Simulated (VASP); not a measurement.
Lu:

```
Lu
1.0
     3.50310    0.00000    0.00000
    -1.75155    3.03377    0.00000
     0.00000    0.00000    5.55090
Lu
2
Direct
  0.33333 0.66667 0.25000
  0.66667 0.33333 0.75000
```

- Program: VASP 6.6.1
- Task: relaxation of volume and atoms at fixed shape
- Functional: LDA
- Potentials or basis: VASP PAW PBE potentials, release 64 (Lu)
- Cutoff: 600 eV
- k mesh: 8 × 8 × 5
- Occupations: fermi-dirac, width 0.02 eV
- Spin: no spin polarisation

At the start: pressure -5.3 GPa; volume 29.50 Å³/atom.

Task: Where does the relaxation end?

Result: Over 4 steps the energy falls by 59.6 meV/atom and the volume is 26.25 Å³/atom (-11.0 %); space group P6_3/mmc (No. 194, to 0.05 Å).

The path:
| step | energy change (eV) | largest force (eV/Å) | pressure (GPa) | volume (Å³) |
| --- | --- | --- | --- | --- |
| 1 | 0.0000 | 0.0000 | -5.32 | 58.99 |
| 2 | -0.1129 | 0.0000 | 1.49 | 51.02 |
| 3 | -0.1193 | 0.0000 | 0.13 | 52.36 |
| 4 | -0.1193 | 0.0000 | -0.11 | 52.50 |

Final structure:
```xyz
2
Lattice="3.3697 0.0000 0.0000 -1.6848 2.9182 0.0000 0.0000 0.0000 5.3395" Properties=species:S:1:pos:R:3 pbc="T T T"
Lu    0.0000    1.9455    1.3349
Lu    1.6848    0.9727    4.0046
```

Caveat: the PAW data sets were made with another functional, which shifts forces and pressure a little; the volume moved by -11 % from the deposited cell, more than functionals usually miss.
